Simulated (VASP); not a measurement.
# NiSbO4 (F-43m) in VASP: further runs, part 2 of 2

VASP 6.6.1.

### 3 Single point, PBE, collinear spin, ferromagnetic start

This run uses another cell than the first one, of 12.01 Å³/atom.

File INCAR:

```
SYSTEM = NiSbO4
PREC = Accurate ; ENCUT = 520
EDIFF = 1E-6 ; ISMEAR = 0
SIGMA = 0.1 ; LREAL = .False.
LASPH = .True. ; NELM = 150
ALGO = Normal ; ISIF = 2
LWAVE = .False. ; LCHARG = .False.
ISPIN = 2 ; MAGMOM = 2 0 0 0 0 0
LORBIT = 11 ; LMAXMIX = 4
GGA = PE ; NBANDS = 32
```

File KPOINTS:

```
regular mesh
0
Gamma
  4 4 4
  0 0 0
```

File POSCAR:

```
NiSbO4
1.0
    0.0000000000      3.3032490900      3.3032490900
    3.3032490900      0.0000000000      3.3032490900
    3.3032490900      3.3032490900      0.0000000000
Ni Sb O
1 1 4
Direct
    0.2500000000      0.2500000000      0.2500000000
    0.0000000000      0.0000000000      0.0000000000
    0.1239199600      0.6253600100      0.6253600100
    0.6253600100      0.1239199600      0.6253600100
    0.6253600100      0.6253600100      0.1239199600
    0.6253600100      0.6253600100      0.6253600100
```

Potentials or basis: VASP PAW PBE potentials, release 64 (Ni, Sb, O).

Command:

```console
$ cat potpaw_PBE.64/Ni/POTCAR potpaw_PBE.64/Sb/POTCAR potpaw_PBE.64/O/POTCAR > POTCAR
$ mpirun -np 1 vasp_std > vasp.out
```

Wall time 51 s (1 thread of Intel Xeon 6975P-C (Granite Rapids), shared host); peak memory 0.25 GiB.

Results (log left out):

| Item | Value |
| --- | --- |
| Free energy | -23.2188 eV |
| Pressure | -11.6 GPa |
| Largest force | 0.139 eV/Å |
| Net moment | 1.14 μB per cell |
| Site moments | Ni +0.72; Sb -0.04; O +0.11 μB |
| Valence electrons inside the program's atomic spheres | Ni 8.76; Sb 2.07; O 4.70 |

Forces in eV/Å, atoms in the order of the input:
```
Ni   0.000  0.000  0.000
Sb   0.000  0.000  0.000
O    0.080 -0.080 -0.080
O   -0.080  0.080 -0.080
O   -0.080 -0.080  0.080
O    0.080  0.080  0.080
```

Levels at points of the mesh, in eV from the Fermi level:
Spin up:
```tsv
k point	band 17	band 18	band 19	band 20	band 21	band 22	band 23	band 24
(0.00, 0.00, 0.00)	-0.22	-0.22	-0.22	0.62	0.62	0.62	1.71	1.71
(0.50, 0.00, 0.00)	-0.84	-0.80	-0.80	-0.19	0.33	0.59	0.59	3.09
(0.50, 0.50, 0.00)	-1.23	-1.23	-0.94	-0.68	0.46	0.46	1.51	3.03
```
Spin down:
```
           k point  band 16  band 17  band 18  band 19  band 20  band 21  band 22  band 23
(0.00, 0.00, 0.00)     0.08     0.10     0.10     0.10     0.70     0.70     0.70     1.77
(0.50, 0.00, 0.00)    -0.44    -0.39    -0.15    -0.15     0.13     0.43     0.71     0.71
(0.50, 0.50, 0.00)    -0.84    -0.84    -0.52    -0.47     0.19     0.60     0.60     1.69
```

Caveat: the k points lie up to 0.41 Å⁻¹ apart; spin-orbit coupling is left out, which moves the levels of the heavy elements; a cell with one magnetic atom can't hold antiferromagnetic order, which such compounds often take; semilocal functionals often make such compounds metallic where correlation or magnetic order opens a gap, which also shifts bond lengths. With open d or f shells a metallic result of PBE can be an artefact of self-interaction; +U or a hybrid may open a gap.

### 4 Single point, PBE, collinear spin, ferromagnetic start

This run uses another cell than the first one, of 10.66 Å³/atom.

File INCAR:

```
SYSTEM = NiSbO4
PREC = Accurate
ENCUT = 520
EDIFF = 1E-6
ISMEAR = 0
SIGMA = 0.1
LREAL = .False.
LASPH = .True.
NELM = 150
ALGO = Normal
ISIF = 2
LWAVE = .False.
LCHARG = .False.
ISPIN = 2
MAGMOM = 0.76 0 0.5 0.5 0.5 0.5
LORBIT = 11
LMAXMIX = 4
GGA = PE
NBANDS = 32
```

File KPOINTS:

```
regular mesh
0
Gamma
  6 6 6
  0 0 0
```

File POSCAR:

```
NiSbO4
1.0
    0.0000000000      3.1741099296      3.1741099296
    3.1741099296      0.0000000000      3.1741099296
    3.1741099296      3.1741099296      0.0000000000
Ni Sb O
1 1 4
Direct
    0.7500000000      0.7500000000      0.7500000000
    0.0000000000      0.0000000000      0.0000000000
    0.3740478565      0.3740478565      0.8778564304
    0.8778564304      0.3740478565      0.3740478565
    0.3740478565      0.3740478565      0.3740478565
    0.3740478565      0.8778564304      0.3740478565
```

Command:

```console
$ cat potpaw_PBE.64/Ni/POTCAR potpaw_PBE.64/Sb/POTCAR potpaw_PBE.64/O/POTCAR > POTCAR
$ mpirun -np 1 vasp_std > vasp.out
```

Run time: 88 s. Hardware: 1 thread of Intel Xeon 6975P-C (Granite Rapids), shared host; peak memory 0.27 GiB.

The run converged. Its results:

```yaml
Free_energy: -23.5930 eV
Pressure: -1.8 GPa
Largest_force: 0.056 eV/Å
Net_moment: -0.08 μB per cell
Site_moments: Ni +0.01; Sb +0.00; O -0.02 μB
Valence_electrons_inside_the_program's_atomic_spheres: Ni 8.88; Sb 2.12; O 4.74
```

Forces in eV/Å, atoms in the order of the input:
```
Ni   0.000  0.000  0.000
Sb   0.000  0.000  0.000
O    0.033  0.033 -0.033
O   -0.033  0.033  0.033
O   -0.033 -0.033 -0.033
O    0.033 -0.033  0.033
```

Levels at points of the mesh, in eV from the Fermi level:
Spin up:
| k point | band 16 | band 17 | band 18 | band 19 | band 20 | band 21 | band 22 | band 23 |
| --- | --- | --- | --- | --- | --- | --- | --- | --- |
| (0.00, 0.00, 0.00) | -0.15 | -0.01 | -0.01 | -0.01 | 0.85 | 0.85 | 0.85 | 2.09 |
| (0.50, 0.00, 0.00) | -0.60 | -0.33 | -0.32 | -0.32 | 0.02 | 0.68 | 0.82 | 0.82 |
| (0.50, 0.50, 0.00) | -0.95 | -0.95 | -0.84 | -0.40 | 0.00 | 0.68 | 0.68 | 2.00 |
Spin down:
| k point | band 17 | band 18 | band 19 | band 20 | band 21 | band 22 |
| --- | --- | --- | --- | --- | --- | --- |
| (0.00, 0.00, 0.00) | -0.06 | -0.06 | -0.06 | 0.80 | 0.80 | 0.80 |
| (0.50, 0.00, 0.00) | -0.32 | -0.31 | -0.31 | -0.03 | 0.66 | 0.77 |
| (0.50, 0.50, 0.00) | -0.95 | -0.82 | -0.39 | 0.00 | 0.63 | 0.63 |

Caveat: spin-orbit coupling is left out, which moves the levels of the heavy elements; semilocal functionals often make such compounds metallic where correlation or magnetic order opens a gap, which also shifts bond lengths.

### 5 Relaxation of cell and atoms, PBE, collinear spin, ferromagnetic start

This run uses another cell than the first one, of 12.01 Å³/atom.

File INCAR:

```
ALGO = Normal
EDIFF = 1E-6
EDIFFG = -0.04
ENCUT = 600
GGA = PE
IBRION = 2
ISIF = 3
ISMEAR = 0
ISPIN = 2
LASPH = T
LCHARG = F
LMAXMIX = 4
LORBIT = 11
LREAL = F
LWAVE = F
MAGMOM = 2 0 0 0 0 0
NELM = 150
NSW = 90
PREC = Accurate
SIGMA = 0.1
```

File KPOINTS:

```
k-points
0
Gamma
  4 4 4
```

File POSCAR:

```
NiSbO4
1.0
    0.0000000000      3.3032490900      3.3032490900
    3.3032490900      0.0000000000      3.3032490900
    3.3032490900      3.3032490900      0.0000000000
Ni Sb O
1 1 4
Direct
    0.2500000000      0.2500000000      0.2500000000
    0.0000000000      0.0000000000      0.0000000000
    0.1239199600      0.6253600100      0.6253600100
    0.6253600100      0.1239199600      0.6253600100
    0.6253600100      0.6253600100      0.1239199600
    0.6253600100      0.6253600100      0.6253600100
```

Command:

```console
$ cat potpaw_PBE.64/Ni/POTCAR potpaw_PBE.64/Sb/POTCAR potpaw_PBE.64/O/POTCAR > POTCAR
$ mpirun -np 1 vasp_std > vasp.out
```

Wall time 4.6 min (1 thread of Intel Xeon 6975P-C (Granite Rapids), shared host); peak memory 0.3 GiB.

Results (log left out):

| Property | Result |
| --- | --- |
| Free energy | -23.5823 eV |
| Relaxed volume | 10.64 Å³/atom |
| Relaxed cell | a = 4.486 Å, b = 4.486 Å, c = 4.486 Å, α = 60.00°, β = 60.00°, γ = 60.00° |
| Space group after relaxing (to 0.1 Å) | F-43m (No. 216) |
| Energy gained by relaxing | 60.2 meV/atom |
| Ionic steps | 5 |
| Pressure after relaxing | -0.1 GPa |
| Largest force after relaxing | 0.032 eV/Å |
| Net moment | 0.92 μB per cell |
| Site moments | Ni +0.65; Sb -0.02; O +0.08 μB |
| Valence electrons inside the program's atomic spheres | Ni 8.87; Sb 2.12; O 4.74 |

Forces in eV/Å, atoms in the order of the input:
```
Ni   0.000  0.000  0.000
Sb   0.000  0.000  0.000
O    0.018 -0.018 -0.018
O   -0.018  0.018 -0.018
O   -0.018 -0.018  0.018
O    0.018  0.018  0.018
```

Step by step:
```csv
step,energy change (eV),largest force (eV/Å),pressure (GPa),volume (Å³)
1,0.0000,0.1380,-12.50,72.09
2,-0.3501,0.0893,2.24,62.74
3,-0.3602,0.0959,-0.03,63.77
4,-0.3601,0.0949,0.39,63.61
5,-0.3614,0.0320,-0.06,63.84
```

Final structure:
```xyz
6
Lattice="0.0000 3.1722 3.1722 3.1722 0.0000 3.1722 3.1722 3.1722 0.0000" Properties=species:S:1:pos:R:3 pbc="T T T"
Ni    1.5861    1.5861    1.5861
Sb    0.0000    0.0000    0.0000
O     3.9735    2.3710    2.3710
O     2.3710    3.9735    2.3710
O     2.3710    2.3710    3.9735
O     3.9735    3.9735    3.9735
```

Levels at points of the mesh, in eV from the Fermi level:
Spin up:
```tsv
k point	band 18	band 19	band 20	band 21	band 22	band 23
(0.00, 0.00, 0.00)	-0.22	-0.22	0.80	0.80	0.80	1.93
(0.50, 0.00, 0.00)	-0.79	-0.77	-0.18	0.55	0.76	0.76
(0.50, 0.50, 0.00)	-1.27	-0.79	-0.57	0.61	0.61	1.82
```
Spin down:
```csv
k point,band 15,band 16,band 17,band 18,band 19,band 20,band 21,band 22,band 23,band 24
"(0.00, 0.00, 0.00)",0.02,0.02,0.05,0.05,0.05,0.78,0.78,0.78,2.01,2.01
"(0.50, 0.00, 0.00)",-0.52,-0.52,-0.32,-0.21,-0.21,0.08,0.64,0.78,0.78,3.73
"(0.50, 0.50, 0.00)",-0.99,-0.96,-0.96,-0.69,-0.38,0.15,0.65,0.65,1.96,3.70
```

Caveat: the k points lie up to 0.43 Å⁻¹ apart in the final cell; spin-orbit coupling is left out, which moves the levels of the heavy elements; a cell with one magnetic atom can't hold antiferromagnetic order, which such compounds often take; semilocal functionals often make such compounds metallic where correlation or magnetic order opens a gap, which also shifts bond lengths.

### 6 Overview

```csv
task,cell,k mesh,cutoff (eV),gap on the mesh (eV),pressure (GPa),moment (μB),largest force (eV/Å)
single point,"a = 4.497 Å, angles 60.0°, 6 atoms, atomic positions A",4 × 4 × 4,520,none,-0.5,0.51,0.20
single point,"a = 4.671 Å, angles 60.0°, 6 atoms, atomic positions A",4 × 4 × 4,520,none,-11.6,1.14,0.14
single point,"a = 4.489 Å, angles 60.0°, 6 atoms, atomic positions B",6 × 6 × 6,520,none,-1.8,0.08,0.06
relaxation of cell and atoms,"relaxed from a = 4.671 Å, angles 60.0°, 6 atoms, atomic positions A",4 × 4 × 4,600,none,-0.1,0.92,0.03
```

Alike in all rows: level PBE; potentials or basis VASP PAW PBE potentials, release 64 (Ni, Sb, O); spin collinear, ferromagnetic start; smearing gaussian 0.1 eV.

Caveats: some runs use coarse meshes; spin-orbit coupling is left out, which moves the levels of the heavy elements; semilocal functionals often make such compounds metallic where correlation or magnetic order opens a gap, which also shifts bond lengths; a cell with one magnetic atom can't hold antiferromagnetic order, which such compounds often take (at least some runs).

Absolute energies hang on the potentials; compare differences alone.
